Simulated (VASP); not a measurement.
Input of a VASP 6.6.1 run:

File POSCAR:

```
Ni
1.0
    2.4852366228      0.0000000000      0.0000000000
   -1.2426183114      2.1522780497      0.0000000000
    0.0000000000      0.0000000000      4.0851592179
Ni
2
Direct
    0.3333333333      0.6666666667      0.2500000000
    0.6666666667      0.3333333333      0.7500000000
```

File INCAR.step1:

```
PREC     = Accurate       # precision mode
ENCUT    = 520            # plane-wave cutoff, eV
EDIFF    = 1E-6           # SCF threshold, eV
ISMEAR   = -1             # smearing method
SIGMA    = 0.05           # smearing width, eV
LREAL    = F              # projectors in reciprocal space
LASPH    = T              # aspherical terms in the spheres
NELM     = 150            # most SCF steps
ALGO     = Normal         # electronic algorithm
ISIF     = 2              # what is computed and relaxed
LWAVE    = F              # write WAVECAR
LCHARG   = T              # write CHGCAR
ISPIN    = 2              # spin polarisation
MAGMOM   = 1.5 1.5        # initial moments
LMAXMIX  = 4              # l up to which the mixer works
GGA      = PE             # functional
NBANDS   = 21             # bands
```

File KPOINTS.step1:

```
Automatic mesh
0
Gamma
  15 15 8
```

The input INCAR.step2:

```
PREC     = Accurate       # precision mode
ENCUT    = 520            # plane-wave cutoff, eV
EDIFF    = 1E-6           # SCF threshold, eV
ISMEAR   = -5             # smearing method
SIGMA    = 0.05           # smearing width, eV
LREAL    = F              # projectors in reciprocal space
LASPH    = T              # aspherical terms in the spheres
NELM     = 150            # most SCF steps
ALGO     = Normal         # electronic algorithm
ISIF     = 2              # what is computed and relaxed
LWAVE    = F              # write WAVECAR
LCHARG   = F              # write CHGCAR
ISPIN    = 2              # spin polarisation
MAGMOM   = 1.5 1.5        # initial moments
LORBIT   = 11             # projections on sites
LMAXMIX  = 4              # l up to which the mixer works
GGA      = PE             # functional
NEDOS    = 2001           # points of the DOS
ICHARG   = 11             # starting density
```

The input KPOINTS.step2:

```
Automatic mesh
0
Gamma
  23 23 12
```

Potentials or basis: VASP PAW PBE potentials, release 64 (Ni).

Run with:

```console
$ cat potpaw_PBE.64/Ni/POTCAR > POTCAR
$ cp INCAR.step1 INCAR
$ cp KPOINTS.step1 KPOINTS
$ mpirun -np 1 vasp_std > vasp.out
$ cp INCAR.step2 INCAR
$ cp KPOINTS.step2 KPOINTS
$ mpirun -np 1 vasp_std > vasp.out
```

Q: Predict the net moment.

A: 1.29 μB per cell.

Q: What does it give for the site moments?

A: Ni +0.64 μB.
